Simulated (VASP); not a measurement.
AlN: single point with PBEsol

Crystal: AlN.

```xyz
2
Lattice="0.0000 2.0816 2.0816 2.0816 0.0000 2.0816 2.0816 2.0816 0.0000" Properties=species:S:1:pos:R:3 pbc="T T T"
Al    2.0816    2.0816    2.0816
N     0.0000    0.0000    0.0000
```

* Program: VASP 6.6.1
* Task: single point
* Functional: PBEsol
* Potentials or basis: VASP PAW PBE potentials, release 64 (Al, N)
* Cutoff: 600 eV
* k mesh: 10 × 10 × 10
* Occupations: gaussian, width 0.02 eV
* Spin: no spin polarisation
* Dipole correction: no
* Further INCAR settings: ALGO = Normal; EDIFF = 1e-06; NBANDS = 11

* Pressure: -19.3 GPa
* Band gap on the k mesh: 3.75 eV (least direct gap 4.47 eV)

Levels at points of the mesh, in eV from the valence-band top:
```
           k point  band 1  band 2  band 3  band 4  band 5  band 6  band 7  band 8
(0.00, 0.00, 0.00)  -16.78    0.00    0.00    0.00    4.47   11.75   11.75   11.75
(0.50, 0.00, 0.00)  -13.82   -7.82   -0.94   -0.94    5.51   10.22   10.22   11.97
(0.50, 0.50, 0.00)  -12.94   -6.87   -2.60   -2.60    3.75    5.27   12.93   15.83
```

It took 8.8 s on 1 thread of Intel(R) Xeon(R) Platinum 8488C (Sapphire Rapids) (shared host), peak memory 0.13 GiB.

Caveat: the cell stands under tension; the PAW data sets were made with another functional, which shifts forces and pressure a little. A k mesh can miss the band edges.
